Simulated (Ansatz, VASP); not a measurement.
## One calculation of TiAl, two programs

```
Ti Al
1.0
     3.15773    0.00000    0.00000
     0.00000    3.15773    0.00000
     0.00000    0.00000    3.15773
Ti Al
1 1
Direct
  0.00000 0.00000 0.00000
  0.50000 0.50000 0.50000
```

Alike in both runs: task single point; functional LDA; k mesh 8 × 8 × 8; occupations fermi-dirac, width 0.05 eV; no spin polarisation.

|  | VASP | Ansatz |
| --- | --- | --- |
| version | VASP 6.6.1 | Ansatz 0.2.0 |
| potentials or method | VASP PAW LDA potentials, release 64 (Ti_sv, Al) | Ansatz PAW |
| plane-wave cutoff (eV) | 520 | 420 |
| valence electrons in the cell | 15 | 15 |

```csv
,VASP,Ansatz,Ansatz less VASP
gap on the k mesh at the Fermi level (eV),none,none,-
pressure (GPa),-3.5,-3.7,-0.14
```

LDA's correlation is that of Perdew and Zunger in VASP and of Perdew and Wang (1992) in Ansatz. A gap of «none» marks a metal or a gap that the smearing closes.
